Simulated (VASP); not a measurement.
Crystal: RbBr.

```
Rb Br
1.0
     0.00000    3.46105    3.46105
     3.46105    0.00000    3.46105
     3.46105    3.46105    0.00000
Rb Br
1 1
Direct
  0.00000 0.00000 0.00000
  0.50000 0.50000 0.50000
```

Base run:

* Program: VASP 6.6.1
* Functional: r2SCAN
* Potentials or basis: VASP PAW PBE potentials, release 64 (Rb_sv, Br)
* Cutoff: 520 eV
* k mesh: 6 × 6 × 6
* Occupations: gaussian, width 0.01 eV
* Spin: no spin polarisation

Its results: band gap on the k mesh 4.89 eV; pressure 0.0 GPa.

**Question.** The run is repeated on the same cell with these changes: functional from r2SCAN to LDA; potentials or basis from VASP PAW PBE potentials, release 64 (Rb_sv, Br) to VASP PAW LDA potentials, release 64 (Rb_sv, Br). What comes out?

**Answer.** Band gap on the k mesh 3.89 eV; pressure -1.5 GPa.

Caveats: the PAW data sets were made with another functional, which shifts forces and pressure a little (at least some runs).

